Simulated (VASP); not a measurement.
# Li4Nb4O11 (a cell with a defect) in VASP: a series of runs, part 2 of 2

VASP 6.6.1.

## 3. Single point, PBE (atom 18 moved 1.125 of the way to it and +0.525 Å across, host rigid)

Contents of INCAR:

```
SYSTEM = Li4Nb4O11
PREC     = Accurate       ! precision mode
ENCUT    = 520            ! plane-wave cutoff, eV
EDIFF    = 1E-6           ! SCF threshold, eV
ISMEAR   = 0              ! smearing method
SIGMA    = 0.05           ! smearing width, eV
LREAL    = Auto         
LASPH    = .True.         ! aspherical terms in the spheres
NELM     = 80             ! most SCF steps
ALGO     = Normal         ! electronic algorithm
ISIF     = 2              ! what is computed and relaxed
LWAVE    = .False.        ! write WAVECAR
LCHARG   = .True.         ! write CHGCAR
GGA      = PE             ! functional
LELF     = .True.         ! ELF
LVHAR    = .True.       
NBANDS   = 80             ! bands
NELECT   = 128.0
```

Contents of KPOINTS:

```
Automatic mesh
0
Gamma
  4 4 4
  0 0 0
```

Contents of POSCAR:

```
Li4Nb4O11
1.0
    5.2231019317      0.0000000000      0.0000000000
    0.0000000000      3.0155593063     -4.5984613597
    0.0000000000      6.0311186126      4.5984613597
Li Nb O
4 4 11
Direct
    0.0000000000      0.5000000000      0.2500000000
    0.5000000000      0.0000000000      0.7500000000
    0.0000000000      0.5000000000      0.7500000000
    0.5000000000      0.0000000000      0.2500000000
    0.5000000000      0.5000000000      0.5000000000
    0.0000000000      0.0000000000      0.0000000000
    0.0000000000      0.0000000000      0.5000000000
    0.5000000000      0.5000000000      0.0000000000
    0.8803293659      0.0000000000      0.2500000000
    0.3803293659      0.5000000000      0.7500000000
    0.8098353170      0.6901646830      0.9401646830
    0.8098353170      0.3098353170      0.5598353170
    0.3098353170      0.8098353170      0.0598353170
    0.1196706341      0.0000000000      0.7500000000
    0.6196706341      0.5000000000      0.2500000000
    0.6901646830      0.8098353170      0.5598353170
    0.1901646830      0.3098353170      0.0598353170
    0.4228083681      1.2315010669      0.4401646830
    0.6901646830      0.1901646830      0.9401646830
```

Potentials or basis: VASP PAW PBE potentials, release 64 (Li_sv, Nb_sv, O).

The run is started by

```sh
$ cat potpaw_PBE.64/Li_sv/POTCAR potpaw_PBE.64/Nb_sv/POTCAR potpaw_PBE.64/O/POTCAR > POTCAR
$ mpirun -np 1 vasp_std > vasp.out
```

OUTCAR:

```text
SYSTEM = Li4Nb4O11
   PREC = Accurate
   ENCUT = 520
   EDIFF = 1E-6
   ISMEAR = 0
   LREAL = Auto
   LASPH = .True.
   NELM = 80
   ISIF = 2
   GGA = PE
   NELECT = 128.0

 ion  position               nearest neighbor table
   1  0.000  0.500  0.250-  15 1.99  17 1.99
   2  0.500  0.000  0.750-  14 1.99  16 1.99  19 1.99
   3  0.000  0.500  0.750-  10 1.99  11 1.99  12 1.99
   4  0.500  0.000  0.250-  18 1.90   9 1.99  13 1.99
   5  0.500  0.500  0.500-  18 1.57  12 2.00  16 2.00  10 2.00  15 2.00
   6  0.000  0.000  0.000-  13 2.00  19 2.00  17 2.00  11 2.00   9 2.00  14 2.00
   7  0.000  0.000  0.500-  16 2.00  12 2.00  14 2.00   9 2.00
   8  0.500  0.500  0.000-  11 2.00  17 2.00  13 2.00  19 2.00  10 2.00  15 2.00
   9  0.880  0.000  0.250-   4 1.99   6 2.00   7 2.00
  10  0.380  0.500  0.750-   3 1.99   5 2.00   8 2.00
  11  0.810  0.690  0.940-   3 1.99   8 2.00   6 2.00
  12  0.810  0.310  0.560-   3 1.99   5 2.00   7 2.00
  13  0.310  0.810  0.060-   4 1.99   6 2.00   8 2.00
  14  0.120  0.000  0.750-   2 1.99   6 2.00   7 2.00
  15  0.620  0.500  0.250-   1 1.99   5 2.00   8 2.00
  16  0.690  0.810  0.560-   2 1.99   7 2.00   5 2.00
  17  0.190  0.310  0.060-   1 1.99   8 2.00   6 2.00
  18  0.423  0.232  0.440-   5 1.57   4 1.90
  19  0.690  0.190  0.940-   2 1.99   6 2.00   8 2.00

  LATTYP: Found a simple monoclinic cell.
 ALAT       =     5.4990403532
 B/A-ratio  =     0.9498206225
 C/A-ratio  =     1.3791878824
 COS(beta)  =    -0.0709408676

  Lattice vectors:

 A1 = (   0.0000000000,   3.0155593063,  -4.5984613597)
 A2 = (  -5.2231019317,   0.0000000000,   0.0000000000)
 A3 = (   0.0000000000,   6.0311186126,   4.5984613597)

Analysis of symmetry for initial positions (statically):
=====================================================================
 Subroutine PRICEL returns:
 Original cell was already a primitive cell.

 Routine SETGRP: Setting up the symmetry group for a
 simple monoclinic supercell.

 Subroutine GETGRP returns: Found  1 space group operations
 (whereof  1 operations were pure point group operations)
 out of a pool of  4 trial point group operations.
[... 175 lines left out ...]
   LHFCALC =     F    Hartree Fock is set to
   AEXX    =    0.0000 exact exchange contribution
   IVDW    =     0    specifies the selected vdW correction
   LEPSILON=     F    determine dielectric tensor
   LRPA    =     F    only Hartree local field effects (RPA)
 non-spin polarized calculation
 Gauss-broadening in eV      SIGMA  =   0.05
  energy-cutoff  :      520.00
  volume of cell :      217.29
 maximum number of plane-waves:      5888
 NGX is ok and might be reduce to    40
   NGX = 19   NGY = 21   NGZ = 29

 number of electron     127.9999973 magnetization

 Free energy of the ion-electron system (eV)
  ---------------------------------------------------
  ext. energy  EPLUGINS =         0.00000000
  ---------------------------------------------------
  free energy    TOTEN  =      -155.79189572 eV

  energy without entropy =     -155.79189572  energy(sigma->0) =     -155.79189572

 E-fermi :   4.2454     XC(G=0): -10.2946

 val. band max:        3.9856096660   @ k =   0.2500   0.0000   0.5000
 cond. band min:       4.5411949458   @ k =   0.0000   0.0000   0.5000
 fundamental gap:      0.5555852798
 Fermi energy:         4.2453750229

 k-point     1 :       0.0000    0.0000    0.0000
  band No.  band energies     occupation
      1     -52.2943      2.00000
      2     -51.1027      2.00000
      3     -50.6453      2.00000
      4     -50.4817      2.00000
      5     -40.1188      2.00000
      6     -39.2091      2.00000
[... 1885 lines left out ...]
     75       8.2958      0.00000
     76       8.4577      0.00000

 [... further k-points ...]

 [bands above 76 left out]

------------------------ aborting loop because EDIFF is reached ----------------------------------------

  FORCE on cell =-STRESS in cart. coord.  units (eV):
  Direction    XX          YY          ZZ          XY          YZ          ZX
  --------------------------------------------------------------------------------------
  -------------------------------------------------------------------------------------
  Total      -18.6760596     -7.8793337    -11.2433023      5.7450893    -11.5550997     -5.1648454
  in kB     -137.7100585    -58.0991669    -82.9037731     42.3620721    -85.2028474    -38.0835776
  external PRESSURE =     -92.9043328 kB  Pullay stress =       0.0000000 kB

 VOLUME and BASIS-vectors are now :
 -----------------------------------------------------------------------------
  energy-cutoff  :      520.00
  volume of cell :      217.29
      direct lattice vectors                 reciprocal lattice vectors
     5.223101932  0.000000000  0.000000000     0.191457110  0.000000000  0.000000000
     0.000000000  3.015559306 -4.598461360     0.000000000  0.110537814 -0.144976029
     0.000000000  6.031118613  4.598461360     0.000000000  0.110537814  0.072488014

 POSITION                                       TOTAL-FORCE (eV/Angst)
 -----------------------------------------------------------------------------------
      0.00000      3.01556     -1.14962        -0.674968     -1.263042     -0.459857
      2.61155      4.52334      3.44885         0.216955      0.555445      0.331142
      0.00000      6.03112      1.14962        -0.122947      0.637693      0.582650
      2.61155      1.50778      1.14962         0.521890     -0.827718     -0.567585
      2.61155      4.52334      0.00000         4.494010      8.563220     -5.274820
      0.00000      0.00000      0.00000        -0.325839     -0.289227     -0.179386
[... 11 lines left out ...]
      2.20837      3.35279      0.95953        -7.271090    -11.004093      9.742959
      3.60480      6.24370      3.44885         0.315207     -0.020335      0.093127
 -----------------------------------------------------------------------------------
    total drift:                                0.002204      0.000653     -0.003426

  FREE ENERGIE OF THE ION-ELECTRON SYSTEM (eV)
  ---------------------------------------------------
  free  energy   TOTEN  =      -155.7918957232 eV

  energy  without entropy=     -155.7918957232  energy(sigma->0) =     -155.79189572
```

OSZICAR:

```text
N       E                     dE             d eps       ncg     rms          rms(c)
DAV:   1     0.149012068778E+04    0.14901E+04   -0.67770E+04  5760   0.168E+03
DAV:   2    -0.280540773354E+02   -0.15182E+04   -0.14471E+04  7136   0.602E+02
DAV:   3    -0.180372590681E+03   -0.15232E+03   -0.15076E+03  8456   0.175E+02
DAV:   4    -0.192768870077E+03   -0.12396E+02   -0.12359E+02 10792   0.452E+01
DAV:   5    -0.193775867485E+03   -0.10070E+01   -0.10062E+01  8984   0.903E+00    0.404E+01
DAV:   6    -0.156821045076E+03    0.36955E+02   -0.17209E+02  7880   0.577E+01    0.154E+01
DAV:   7    -0.156180603530E+03    0.64044E+00   -0.19305E+01  8568   0.197E+01    0.817E+00
DAV:   8    -0.155922527177E+03    0.25808E+00   -0.26837E+00  9568   0.784E+00    0.487E+00
DAV:   9    -0.155783212929E+03    0.13931E+00   -0.73637E-01  8400   0.444E+00    0.135E+00
DAV:  10    -0.155791687527E+03   -0.84746E-02   -0.10011E-01  8856   0.158E+00    0.769E-01
DAV:  11    -0.155791179408E+03    0.50812E-03   -0.16799E-02  8272   0.676E-01    0.220E-01
DAV:  12    -0.155791778639E+03   -0.59923E-03   -0.36143E-03  8824   0.307E-01    0.102E-01
DAV:  13    -0.155791848943E+03   -0.70304E-04   -0.75145E-04  9008   0.121E-01    0.415E-02
DAV:  14    -0.155791881906E+03   -0.32962E-04   -0.90060E-05  7720   0.522E-02    0.186E-02
DAV:  15    -0.155791894208E+03   -0.12303E-04   -0.31814E-05  7784   0.258E-02    0.108E-02
DAV:  16    -0.155791895792E+03   -0.15831E-05   -0.61627E-06  6688   0.127E-02    0.476E-03
DAV:  17    -0.155791895723E+03    0.68423E-07   -0.11227E-06  4416   0.674E-03
   1 F= -.15579190E+03 E0= -.15579190E+03  d E =-.171708E-14
```

stdout:

```text
POSCAR found type information on POSCAR LiNbO
 POSCAR found :  3 types and      19 ions
 scaLAPACK will be used
 LDA part: xc-table for (Slater+PW92), standard interpolation
 POSCAR, INCAR and KPOINTS ok, starting setup
 FFT: planning ... GRIDC
 FFT: planning ... GRID_SOFT
 FFT: planning ... GRID
 WAVECAR not read
 entering main loop
 the old and the new charge density differ
 old charge density:   130.00000 new  128.00000
    0.404E+01
```

Wall time 11 min (1 thread of Intel Xeon 6975P-C (Granite Rapids), shared host); peak memory 0.52 GiB.

What came out:

```
Free energy   : -155.7919 eV
Largest force : 16.398 eV/Å
```

Forces on the atoms (eV/Å):
```
Li   -0.675  -1.263  -0.460
Li    0.217   0.555   0.331
Li   -0.123   0.638   0.583
Li    0.522  -0.828  -0.568
Nb    4.494   8.563  -5.275
Nb   -0.326  -0.289  -0.179
Nb   -5.317   3.373  -1.193
Nb    0.355   0.008   0.177
O     1.368   1.924   1.950
O    -0.477  -0.866  -1.184
O     0.185   0.253  -0.292
O     3.576  -0.669   1.023
O    -0.289   0.439   0.144
O     0.280  -2.757  -1.611
O    -0.105   0.887  -1.052
O     3.448   0.928  -2.551
O    -0.177   0.127   0.321
O    -7.271 -11.004   9.743
O     0.315  -0.020   0.093
```

Caveat: the cell carries a net charge on a neutralising background, which shifts energy and pressure; the cell differs from its parent crystal (atom 18 moved 1.125 of the way to it and +0.525 Å across, host rigid); the cell is charged against a uniform background, so pressure and absolute levels hang on convention; the cutoff is under 1.25 times the usual one of these potentials, so pressure, stress and relaxed cells hold a basis-set (Pulay) error.

## 4. Single point, PBE (atom 18 moved 1.125 of the way to it and +0.175 Å across, host rigid)

Contents of INCAR:

```
SYSTEM = Li4Nb4O11
  ALGO = Normal
  EDIFF = 1E-6
  ENCUT = 520
  GGA = PE
  ISIF = 2
  ISMEAR = 0
  LASPH = .TRUE.
  LCHARG = .FALSE.
  LREAL = Auto
  LWAVE = .FALSE.
  NBANDS = 80
  NELECT = 128.0
  NELM = 80
  PREC = Accurate
  SIGMA = 0.05
```

Contents of KPOINTS:

```
k-points
0
G
  4 4 4
  0 0 0
```

Edit POSCAR of step 3 so:

```diff
@@ -25,3 +25,3 @@
     0.1901646830      0.3098353170      0.0598353170
-    0.4228083681      1.2315010669      0.4401646830
+    0.3574655536      1.2456101443      0.4401646830
     0.6901646830      0.1901646830      0.9401646830
```

The run is started by

```sh
$ cat potpaw_PBE.64/Li_sv/POTCAR potpaw_PBE.64/Nb_sv/POTCAR potpaw_PBE.64/O/POTCAR > POTCAR
$ mpirun -np 1 vasp_std > vasp.out
```

It took 8.8 min on 1 thread of Intel Xeon 6975P-C (Granite Rapids), shared host; peak memory 0.52 GiB.

Results (log left out):

```
Free energy   : -157.3679 eV
Largest force : 12.673 eV/Å
```

Forces in eV/Å, atoms in the order of the input:
```
Li  -0.551 -1.237 -0.346
Li   0.216  0.567  0.346
Li  -0.116  0.618  0.581
Li   0.366 -0.517 -0.642
Nb   6.464  5.494 -2.407
Nb  -0.319 -0.196 -0.174
Nb  -4.787  3.322 -1.654
Nb   0.255 -0.176  0.079
O    1.185  1.832  1.953
O   -0.319 -0.821 -1.240
O    0.168  0.250 -0.267
O    1.821 -0.982  0.779
O   -0.229  0.425  0.185
O    0.253 -2.742 -1.547
O   -0.149  1.136 -0.350
O    2.705  0.910 -2.485
O   -0.139  0.053  0.268
O   -7.110 -7.944  6.852
O    0.287  0.009  0.070
```

Levels at points of the mesh, in eV from the Fermi level:
```csv
k point,band 60,band 61,band 62,band 63,band 64,band 65,band 66,band 67,band 68,band 69
"(0.00, 0.00, 0.00)",-1.00,-0.94,-0.53,-0.48,-0.39,0.30,0.90,1.45,1.59,2.13
"(0.50, 0.00, 0.00)",-1.32,-1.10,-0.65,-0.49,-0.39,0.77,1.39,1.70,1.98,2.49
"(0.00, 0.50, 0.00)",-1.31,-1.15,-0.72,-0.51,-0.45,1.06,1.29,1.57,2.01,2.50
"(0.50, 0.50, 0.00)",-1.18,-1.08,-0.94,-0.93,-0.89,0.58,0.91,1.43,1.54,2.25
"(0.00, 0.00, 0.50)",-1.05,-1.00,-0.52,-0.44,-0.34,0.26,0.89,1.93,2.09,2.38
"(0.50, 0.00, 0.50)",-0.95,-0.88,-0.65,-0.48,-0.39,0.68,1.61,1.86,2.27,2.85
"(0.00, 0.50, 0.50)",-1.02,-0.91,-0.69,-0.49,-0.46,0.87,1.37,1.90,2.28,2.82
"(0.50, 0.50, 0.50)",-1.16,-1.08,-0.99,-0.97,-0.87,0.55,0.92,1.97,2.08,2.66
```

Caveat: the cell carries a net charge on a neutralising background, which shifts energy and pressure; the cell differs from its parent crystal (atom 18 moved 1.125 of the way to it and +0.175 Å across, host rigid); the cell is charged against a uniform background, so pressure and absolute levels hang on convention; the cutoff is under 1.25 times the usual one of these potentials, so pressure, stress and relaxed cells hold a basis-set (Pulay) error.

## 5. Single point, PBE (atom 18 moved 0.500 of the way to it and +0.175 Å across, host rigid)

Contents of INCAR:

```
SYSTEM = Li4Nb4O11
  ALGO = Normal
  EDIFF = 1E-6
  ENCUT = 520
  GGA = PE
  ISIF = 2
  ISMEAR = 0
  LASPH = .True.
  LCHARG = .False.
  LREAL = Auto
  LWAVE = .False.
  NBANDS = 80
  NELECT = 128.0
  NELM = 100
  PREC = Accurate
  SIGMA = 0.05
```

Contents of KPOINTS:

```
k-points
0
Gamma
  4 4 4
  0 0 0
```

Edit POSCAR of step 4 so:

```diff
@@ -25,3 +25,3 @@
     0.1901646830      0.3098353170      0.0598353170
-    0.3574655536      1.2456101443      0.4401646830
+    0.2826714073      0.9331101443      0.4401646830
     0.6901646830      0.1901646830      0.9401646830
```

The run is started by

```sh
$ cat potpaw_PBE.64/Li_sv/POTCAR potpaw_PBE.64/Nb_sv/POTCAR potpaw_PBE.64/O/POTCAR > POTCAR
$ mpirun -np 1 vasp_std > vasp.out
```

It took 10 min on 1 thread of Intel Xeon 6975P-C (Granite Rapids), shared host; peak memory 0.52 GiB.

It converged, with:

```yaml
Free_energy: -156.8661 eV
Largest_force: 13.552 eV/Å
```

Forces on the atoms (eV/Å):
```
Li   -0.625  -1.112  -0.724
Li   -0.052   0.455   0.437
Li   -0.328   0.729   0.544
Li    0.453  -1.019  -0.391
Nb    6.352   3.194  -1.029
Nb   -0.172  -0.483  -0.055
Nb  -12.709   4.702   0.169
Nb    0.371  -0.084  -0.219
O    -0.149   0.769   0.577
O    -0.418  -3.042  -1.920
O    -0.352  -0.027   0.219
O    -1.669   0.611  -2.269
O     0.110  -0.208   0.399
O    -0.250  -0.245  -0.248
O    -1.235   2.002   2.028
O    -0.853  -2.120   2.569
O     0.180   0.604   0.093
O    11.581  -5.046   0.212
O    -0.235   0.321  -0.392
```

Levels at points of the mesh, in eV from the Fermi level:
| k point | band 61 | band 62 | band 63 | band 64 | band 65 | band 66 | band 67 | band 68 |
| --- | --- | --- | --- | --- | --- | --- | --- | --- |
| (0.00, 0.00, 0.00) | -0.92 | -0.48 | -0.43 | -0.35 | 0.70 | 1.29 | 1.37 | 1.57 |
| (0.50, 0.00, 0.00) | -0.96 | -0.81 | -0.45 | -0.33 | 0.29 | 1.38 | 1.58 | 1.91 |
| (0.00, 0.50, 0.00) | -1.02 | -0.80 | -0.45 | -0.40 | 0.82 | 1.42 | 1.68 | 2.30 |
| (0.50, 0.50, 0.00) | -0.96 | -0.94 | -0.85 | -0.84 | 0.42 | 1.34 | 1.41 | 1.64 |
| (0.00, 0.00, 0.50) | -0.91 | -0.46 | -0.40 | -0.28 | 0.65 | 1.31 | 1.80 | 2.04 |
| (0.50, 0.00, 0.50) | -0.73 | -0.58 | -0.44 | -0.33 | 0.26 | 1.66 | 1.84 | 2.01 |
| (0.00, 0.50, 0.50) | -0.77 | -0.62 | -0.43 | -0.41 | 0.86 | 1.79 | 1.80 | 2.23 |
| (0.50, 0.50, 0.50) | -0.99 | -0.96 | -0.90 | -0.77 | 0.37 | 1.52 | 1.82 | 2.01 |

Caveat: the cell carries a net charge on a neutralising background, which shifts energy and pressure; the cell differs from its parent crystal (atom 18 moved 0.500 of the way to it and +0.175 Å across, host rigid); the cell is charged against a uniform background, so pressure and absolute levels hang on convention; the cutoff is under 1.25 times the usual one of these potentials, so pressure, stress and relaxed cells hold a basis-set (Pulay) error.
